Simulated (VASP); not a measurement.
# CdSe (P2_1) in VASP: further runs, part 2 of 2

VASP 6.6.1.

### 3 Single point, PBEsol (atoms displaced along several vibrational modes)

INCAR

```
PREC = Accurate ; ENCUT = 520
EDIFF = 1E-6 ; ISMEAR = 0
SIGMA = 0.05 ; LREAL = False
LASPH = True ; NELM = 100
ALGO = Normal ; ISIF = 2
LWAVE = False ; LCHARG = False
GGA = PS ; NBANDS = 26
```

KPOINTS

```
Automatic mesh
0
Gamma
  8 8 6
```

POSCAR

```
CdSe
1.0
    0.0000000000     -3.0413096037     -3.0413096037
    0.0000000000      3.0413096037     -3.0413096037
    6.0826192074      0.0000000000      0.0000000000
Cd Se
2 2
Direct
    0.5350253121      0.5520095625      0.5000000000
   -0.0350253121     -0.0520095625      0.0000000000
    0.0484383053      0.4844422669      0.2500000000
    0.4515616947      0.0155577331      0.7500000000
```

Potentials or basis: VASP PAW PBE potentials, release 64 (Cd, Se).

Run with:

```sh
cat potpaw_PBE.64/Cd/POTCAR potpaw_PBE.64/Se/POTCAR > POTCAR
mpirun -np 1 vasp_std > vasp.out
```

OUTCAR:

```text
PREC = Accurate
   ENCUT = 520
   EDIFF = 1E-6
   ISMEAR = 0
   LREAL = False
   LASPH = True
   NELM = 100
   ISIF = 2
   GGA = PS

 ion  position               nearest neighbor table
   1  0.535  0.552  0.500-   4 2.53   3 2.60   3 2.70   4 2.79
   2  0.965  0.948  0.000-   3 2.53   4 2.60   4 2.70   3 2.79
   3  0.048  0.484  0.250-   2 2.53   1 2.60   1 2.70   2 2.79
   4  0.452  0.016  0.750-   1 2.53   2 2.60   2 2.70   1 2.79

  LATTYP: Found a simple tetragonal cell.
 ALAT       =     4.3010612889
 C/A-ratio  =     1.4142135624

  Lattice vectors:

 A1 = (   0.0000000000,  -3.0413096037,  -3.0413096037)
 A2 = (   0.0000000000,   3.0413096037,  -3.0413096037)
 A3 = (   6.0826192074,   0.0000000000,   0.0000000000)

Analysis of symmetry for initial positions (statically):
=====================================================================
 Subroutine PRICEL returns:
 Original cell was already a primitive cell.

 Routine SETGRP: Setting up the symmetry group for a
 simple tetragonal supercell.

 Subroutine GETGRP returns: Found  2 space group operations
 (whereof  1 operations were pure point group operations)
 out of a pool of 16 trial point group operations.

The static configuration has the point symmetry C_1 .
 The point group associated with its full space group is C_2 .

Analysis of symmetry for dynamics (positions and initial velocities):
=====================================================================
 Subroutine PRICEL returns:
 Original cell was already a primitive cell.

 Routine SETGRP: Setting up the symmetry group for a
 simple tetragonal supercell.

 Subroutine GETGRP returns: Found  2 space group operations
 (whereof  1 operations were pure point group operations)
 out of a pool of 16 trial point group operations.

[... 115 lines left out ...]
   PSTRESS=    0.0 pullay stress
   NELECT =      36.0000    total number of electrons
   NUPDOWN=      -1.0000    fix difference up-down
   EMIN   =  10.00;   EMAX   =-10.00  energy-range for DOS
   EFERMI =   0.00;   METHOD = LEGACY
   ISMEAR =     0;   SIGMA  =   0.05  broadening in eV -4-tet -1-fermi 0-gaus
   EFERMI_NEDOS =   21; number of points for ismear=-14 and -15
   IALGO  =     38    algorithm
   IMIX   =      4    mixing-type and parameters
     AMIX     =   0.40;   BMIX     =  1.00
     AMIX_MAG =   1.60;   BMIX_MAG =  1.00
  volume/ion in A,a.u.               =      28.13       189.84
  Fermi-wavevector in a.u.,A,eV,Ry     =   1.119683  2.115894 17.057484  1.253690
  Thomas-Fermi vector in A             =   2.256324
   LORBIT       =      0    0 simple, 1 ext, 2 COOP (PROOUT), +10 PAW based schemes
   GGA     = PS    functional components
   LHFCALC =     F    Hartree Fock is set to
   AEXX    =    0.0000 exact exchange contribution
   IVDW    =     0    specifies the selected vdW correction
   LEPSILON=     F    determine dielectric tensor
   LRPA    =     F    only Hartree local field effects (RPA)
 non-spin polarized calculation
 Gauss-broadening in eV      SIGMA  =   0.05
  energy-cutoff  :      520.00
  volume of cell :      112.52
 maximum number of plane-waves:      3080
   NGX = 15   NGY = 15   NGZ = 23

 number of electron      35.9999995 magnetization

 Free energy of the ion-electron system (eV)
  ---------------------------------------------------
  ext. energy  EPLUGINS =         0.00000000
  ---------------------------------------------------
  free energy    TOTEN  =       -12.16396990 eV

  energy without entropy =      -12.16396990  energy(sigma->0) =      -12.16396990

 E-fermi :   1.0835     XC(G=0):  -9.1217

 val. band max:        0.8210434025   @ k =   0.0000   0.0000   0.0000
 cond. band min:       1.2888784542   @ k =   0.0000   0.0000   0.0000
 fundamental gap:      0.4678350518
 Fermi energy:         1.0835263582

 k-point     1 :       0.0000    0.0000    0.0000
  band No.  band energies     occupation
      1     -11.8108      2.00000
      2     -11.2603      2.00000
      3      -7.1244      2.00000
      4      -7.1229      2.00000
      5      -7.0937      2.00000
      6      -6.9280      2.00000
[... 685 lines left out ...]
     25       8.9484      0.00000
     26       9.2913      0.00000

 [... further k-points ...]
[... 5 lines left out ...]
  --------------------------------------------------------------------------------------
  -------------------------------------------------------------------------------------
  Total        0.3931311     -0.0375290     -0.0030266      0.0000000     -0.4376701      0.0000000
  in kB        5.5976547     -0.5343626     -0.0430954      0.0000000     -6.2318296      0.0000000
  external PRESSURE =       1.6733989 kB  Pullay stress =       0.0000000 kB

 VOLUME and BASIS-vectors are now :
 -----------------------------------------------------------------------------
  energy-cutoff  :      520.00
  volume of cell :      112.52
      direct lattice vectors                 reciprocal lattice vectors
     0.000000000 -3.041309604 -3.041309604     0.000000000 -0.164402861 -0.164402861
     0.000000000  3.041309604 -3.041309604     0.000000000  0.164402861 -0.164402861
     6.082619207  0.000000000  0.000000000     0.164402861  0.000000000  0.000000000

 POSITION                                       TOTAL-FORCE (eV/Angst)
 -----------------------------------------------------------------------------------
      3.04131      0.05165     -3.30601        -0.123436     -0.680273      0.148460
      0.00000     -0.05165     -5.81792        -0.123436      0.680273     -0.148460
      1.52065      1.32602     -1.62065         0.123436      0.093259      0.898093
      4.56196     -1.32602     -1.42065         0.123436     -0.093259     -0.898093
 -----------------------------------------------------------------------------------
    total drift:                                0.000009     -0.000000      0.000000

  FREE ENERGIE OF THE ION-ELECTRON SYSTEM (eV)
  ---------------------------------------------------
  free  energy   TOTEN  =       -12.1639699004 eV

  energy  without entropy=      -12.1639699004  energy(sigma->0) =      -12.16396990
```

OSZICAR:

```text
N       E                     dE             d eps       ncg     rms          rms(c)
DAV:   1     0.236511760495E+03    0.23651E+03   -0.16963E+04  7072   0.125E+03
DAV:   2    -0.278581294111E+00   -0.23679E+03   -0.22852E+03  7678   0.307E+02
DAV:   3    -0.128549807381E+02   -0.12576E+02   -0.12488E+02  8494   0.707E+01
DAV:   4    -0.129555598216E+02   -0.10058E+00   -0.10050E+00  7874   0.598E+00
DAV:   5    -0.129561384507E+02   -0.57863E-03   -0.57860E-03  8208   0.439E-01    0.843E+00
DAV:   6    -0.122053292825E+02    0.75081E+00   -0.13812E+00  8846   0.122E+01    0.670E+00
DAV:   7    -0.121687373198E+02    0.36592E-01   -0.46556E-01  7532   0.355E+00    0.290E+00
DAV:   8    -0.121647632158E+02    0.39741E-02   -0.50354E-02  7380   0.229E+00    0.347E-01
DAV:   9    -0.121639306139E+02    0.83260E-03   -0.78287E-03  7962   0.104E+00    0.932E-02
DAV:  10    -0.121639217869E+02    0.88270E-05   -0.63066E-04  7404   0.272E-01    0.574E-02
DAV:  11    -0.121639907929E+02   -0.69006E-04   -0.22987E-04  7328   0.110E-01    0.290E-02
DAV:  12    -0.121639688139E+02    0.21979E-04   -0.67275E-05  7516   0.845E-02    0.941E-03
DAV:  13    -0.121639699777E+02   -0.11638E-05   -0.12154E-05  7588   0.152E-02    0.570E-03
DAV:  14    -0.121639699004E+02    0.77277E-07   -0.33903E-07  4240   0.296E-03
   1 F= -.12163970E+02 E0= -.12163970E+02  d E =-.347124E-11
```

stdout:

```text
POSCAR found type information on POSCAR CdSe
 POSCAR found :  2 types and       4 ions
 scaLAPACK will be used
 -----------------------------------------------------------------------------
|                                                                             |
|                                                                             |
|     You enforced a specific xc type in the INCAR file but a different       |
|     I HOPE YOU KNOW WHAT YOU ARE DOING!                                     |
|                                                                             |
 -----------------------------------------------------------------------------

 LDA part: xc-table for (Slater+PW92), standard interpolation
 POSCAR, INCAR and KPOINTS ok, starting setup
 FFT: planning ... GRIDC
 FFT: planning ... GRID_SOFT
 FFT: planning ... GRID
 WAVECAR not read
 entering main loop
```

It took 6.2 min on 1 thread of Oxide Virtual Turin-like, shared host; peak memory 0.42 GiB.

Results:

- Free energy: -12.1640 eV
- Pressure: 0.2 GPa
- Largest force: 0.911 eV/Å
- Band gap on the k mesh: 0.47 eV

Forces on the atoms (eV/Å):
```
Cd  -0.123 -0.680  0.148
Cd  -0.123  0.680 -0.148
Se   0.123  0.093  0.898
Se   0.123 -0.093 -0.898
```

Caveat: the cell differs from its parent crystal (atoms displaced along several vibrational modes); semilocal functionals underestimate gaps, and a narrow one can read as zero; the PAW data sets were made with another functional, which shifts forces and pressure a little.

### 4 Single point, PBEsol (atoms displaced along several vibrational modes)

INCAR

```
  PREC = Accurate
  ENCUT = 520
  EDIFF = 1E-7
  ISMEAR = 0
  SIGMA = 0.05
  LREAL = False
  LASPH = True
  NELM = 100
  ALGO = Normal
  ISIF = 2
  LWAVE = False
  LCHARG = False
  GGA = PS
  NBANDS = 26
```

KPOINTS

```
regular mesh
0
Gamma
  8 8 6
```

POSCAR

```
CdSe
1.0
    0.0000000000     -3.0413096037     -3.0413096037
    0.0000000000      3.0413096037     -3.0413096037
    6.0826192074      0.0000000000      0.0000000000
Cd Se
2 2
Direct
    0.5175044359      0.5259965611      0.5000000000
   -0.0175044359     -0.0259965611      0.0000000000
    0.0242131085      0.4922271776      0.2500000000
    0.4757868915      0.0077728224      0.7500000000
```

Run with:

```sh
cat potpaw_PBE.64/Cd/POTCAR potpaw_PBE.64/Se/POTCAR > POTCAR
mpirun -np 1 vasp_std > vasp.out
```

Wall time 3.8 min (1 thread of Oxide Virtual Turin-like, shared host); peak memory 0.42 GiB.

The run converged. Its results:

| Item | Value |
| --- | --- |
| Free energy | -12.3057 eV |
| Pressure | 0.3 GPa |
| Largest force | 0.486 eV/Å |
| Band gap on the k mesh | 0.48 eV |

Forces in eV/Å, atoms in the order of the input:
```
Cd  -0.033 -0.361  0.088
Cd  -0.033  0.361 -0.088
Se   0.033  0.040  0.483
Se   0.033 -0.040 -0.483
```

Stress tensor (GPa, compression positive):
```
 0.38  0.00  0.00
 0.00  0.23 -0.17
 0.00 -0.17  0.23
```

Levels at points of the mesh, in eV from the valence-band top:
```csv
k point,band 15,band 16,band 17,band 18,band 19,band 20,band 21,band 22
"(0.00, 0.00, 0.00)",-1.85,-0.03,-0.01,0.00,0.48,2.96,3.69,5.81
"(0.50, 0.00, 0.00)",-2.24,-1.95,-0.82,-0.74,3.55,3.80,5.66,5.76
"(0.00, 0.50, 0.00)",-2.11,-2.09,-0.88,-0.69,3.64,3.66,5.72,5.83
"(0.50, 0.50, 0.00)",-1.91,-1.90,-1.84,-1.82,2.96,2.96,3.64,3.67
"(0.00, 0.00, 0.50)",-1.06,-1.06,-1.03,-1.03,3.17,3.17,4.12,4.12
"(0.50, 0.00, 0.50)",-0.83,-0.83,-0.70,-0.70,2.30,2.30,6.23,6.23
"(0.00, 0.50, 0.50)",-0.76,-0.76,-0.74,-0.74,2.28,2.28,6.17,6.17
"(0.50, 0.50, 0.50)",-2.32,-2.32,-2.19,-2.19,4.60,4.60,5.44,5.44
```

Caveat: the cell differs from its parent crystal (atoms displaced along several vibrational modes); semilocal functionals underestimate gaps, and a narrow one can read as zero; the PAW data sets were made with another functional, which shifts forces and pressure a little.

### 5 Single point, PBEsol (atoms displaced along several vibrational modes)

INCAR

```
SYSTEM = CdSe
PREC = Accurate ; ENCUT = 520
EDIFF = 1E-7 ; ISMEAR = 0
SIGMA = 0.05 ; LREAL = .False.
LASPH = .True. ; NELM = 100
ALGO = Normal ; ISIF = 2
LWAVE = .False. ; LCHARG = .False.
GGA = PS ; NBANDS = 26
```

KPOINTS

```
Automatic mesh
0
Gamma
  8 8 6
  0 0 0
```

POSCAR

```
CdSe
1.0
    0.0000000000     -3.0413096037     -3.0413096037
    0.0000000000      3.0413096037     -3.0413096037
    6.0826192074      0.0000000000      0.0000000000
Cd Se
2 2
Direct
    0.5132583733      0.5302426237      0.5000000000
   -0.0132583733     -0.0302426237      0.0000000000
    0.0324332515      0.5004473207      0.2500000000
    0.4675667485     -0.0004473207      0.7500000000
```

Run with:

```sh
cat potpaw_PBE.64/Cd/POTCAR potpaw_PBE.64/Se/POTCAR > POTCAR
mpirun -np 1 vasp_std > vasp.out
```

It took 3.6 min on 1 thread of Oxide Virtual Turin-like, shared host; peak memory 0.42 GiB.

The run converged. Its results:

| Quantity | Value |
| --- | --- |
| Free energy | -12.2048 eV |
| Pressure | 0.8 GPa |
| Largest force | 0.975 eV/Å |
| Band gap on the k mesh | 0.47 eV |

Forces in eV/Å, atoms in the order of the input:
```
Cd  -0.066 -0.732  0.078
Cd  -0.066  0.732 -0.078
Se   0.066  0.027  0.972
Se   0.066 -0.027 -0.972
```

Stress tensor (GPa, compression positive):
```
 1.08  0.00  0.00
 0.00  0.62 -0.33
 0.00 -0.33  0.56
```

Levels at points of the mesh, in eV from the valence-band top:
```tsv
k point	band 15	band 16	band 17	band 18	band 19	band 20	band 21	band 22
(0.00, 0.00, 0.00)	-1.85	-0.06	-0.01	0.00	0.47	2.96	3.69	5.80
(0.50, 0.00, 0.00)	-2.32	-1.89	-0.89	-0.67	3.47	3.83	5.57	5.67
(0.00, 0.50, 0.00)	-2.18	-2.05	-0.95	-0.63	3.57	3.66	5.68	5.90
(0.50, 0.50, 0.00)	-1.94	-1.93	-1.84	-1.81	2.91	2.97	3.65	3.69
(0.00, 0.00, 0.50)	-1.06	-1.06	-1.03	-1.03	3.13	3.13	4.10	4.10
(0.50, 0.00, 0.50)	-0.89	-0.89	-0.68	-0.68	2.31	2.31	6.16	6.16
(0.00, 0.50, 0.50)	-0.80	-0.80	-0.71	-0.71	2.26	2.26	6.06	6.06
(0.50, 0.50, 0.50)	-2.37	-2.37	-2.13	-2.13	4.48	4.48	5.54	5.54
```

Caveat: the cell differs from its parent crystal (atoms displaced along several vibrational modes); semilocal functionals underestimate gaps, and a narrow one can read as zero; the PAW data sets were made with another functional, which shifts forces and pressure a little.

### 6 Summary

| cell | gap on the mesh (eV) | pressure (GPa) | largest force (eV/Å) |
| --- | --- | --- | --- |
| as given, atomic positions A | 0.46 | -0.7 | 0.84 |
| as given, atomic positions B | 0.47 | 0.2 | 0.91 |
| as given, atomic positions C | 0.48 | 0.3 | 0.49 |
| as given, atomic positions D | 0.47 | 0.8 | 0.97 |

Alike in all rows: task single point; level PBEsol; potentials or basis VASP PAW PBE potentials, release 64 (Cd, Se); no spin polarisation; k mesh 8 × 8 × 6; cutoff (eV) 520; smearing gaussian 0.05 eV.

Caveats: semilocal functionals underestimate gaps, and a narrow one can read as zero; the PAW data sets were made with another functional, which shifts forces and pressure a little.

Total energies depend on the potentials used, so only differences within one code and one set of settings carry meaning.
